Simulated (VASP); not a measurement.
Ga8Sb3P5, 16 atoms in the cell. It takes space group R3m (No. 160, trigonal). The conventional cell has a = 8.050 Å, b = 8.050 Å, c = 19.778 Å, α = 90.00°, β = 90.00°, γ = 120.00°. Ga (site symmetry 3m) has 1 P at 2.32 Å and 3 Sb at 2.53 Å within 3.1 Å. Ga (site symmetry m) has 2 P at 2.37 Å and 2 Sb at 2.57 Å within 3.1 Å. Within 3.2 Å of Ga (site symmetry m) lie 3 P at 2.42 to 2.43 Å and 1 Sb at 2.60 Å. Within 3.3 Å of Ga (site symmetry 3m) lie 4 P at 2.47 to 2.50 Å. Sb (site symmetry m) has 4 Ga at 2.53 to 2.60 Å within 3.3 Å. P (site symmetry 3m) has 4 Ga at 2.37 to 2.50 Å within 3.1 Å. P (site symmetry 3m) has 4 Ga at 2.32 to 2.43 Å within 3.1 Å. Within 3.1 Å of P (site symmetry m) lie 4 Ga at 2.37 to 2.47 Å. 

| Item | Value |
| --- | --- |
| Program | VASP 6.6.1 |
| Task | band structure |
| Functional | PBEsol |
| Potentials or basis | VASP PAW PBE potentials, release 64 (Ga_d, Sb, P) |
| Cutoff | 520 eV |
| k mesh | 6 × 6 × 5 |
| Occupations | gaussian, width 0.03 eV |
| Spin | no spin polarisation |
| Further INCAR settings | ALGO = Normal; EDIFF = 1e-06; NBANDS = 86 |

Potentials or basis: VASP PAW PBE potentials, release 64 (Ga_d, Sb, P).

Run with:

```sh
$ cat potpaw_PBE.64/Ga_d/POTCAR potpaw_PBE.64/Sb/POTCAR potpaw_PBE.64/P/POTCAR > POTCAR
$ mpirun -np 4 vasp_std > vasp.out
```

Hardware: 4 MPI ranks on Intel(R) Xeon(R) 6975P-C (Granite Rapids), on a shared host.

Question: How long does it take, and how much memory?

Answer: Wall time 9.2 min on 4 MPI ranks on Intel(R) Xeon(R) 6975P-C (Granite Rapids), with other jobs on the host, peak memory 3 GiB a rank. Counts: k points 92.
